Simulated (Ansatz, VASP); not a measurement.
# Mg: VASP beside Ansatz

```xyz
1
Lattice="0.0000 2.2456 2.2456 2.2456 0.0000 2.2456 2.2456 2.2456 0.0000" Properties=species:S:1:pos:R:3 pbc="T T T"
Mg    0.0000    0.0000    0.0000
```

Alike in both runs: task single point; functional LDA; k mesh 14 × 14 × 14; occupations fermi-dirac, width 0.1 eV; no spin polarisation.

|  | VASP | Ansatz |
| --- | --- | --- |
| version | VASP 6.6.1 | Ansatz 0.2.0 |
| potentials or method | VASP PAW LDA potentials, release 64 (Mg), cutoff 520 eV | plane waves (420 eV) with PAW, scalar-relativistic |
| valence electrons in the cell | 2 | 10 |

```csv
,VASP,Ansatz,Ansatz less VASP
pressure (GPa),-1.7,-1.3,+0.31
```

Ansatz warns that its potentials were made for another functional, while VASP's fit it. LDA's correlation is that of Perdew and Zunger in VASP and of Perdew and Wang (1992) in Ansatz. VASP's potentials hold 2 valence electrons a cell and Ansatz's 10, so a difference there can come from the potentials and not from the codes.
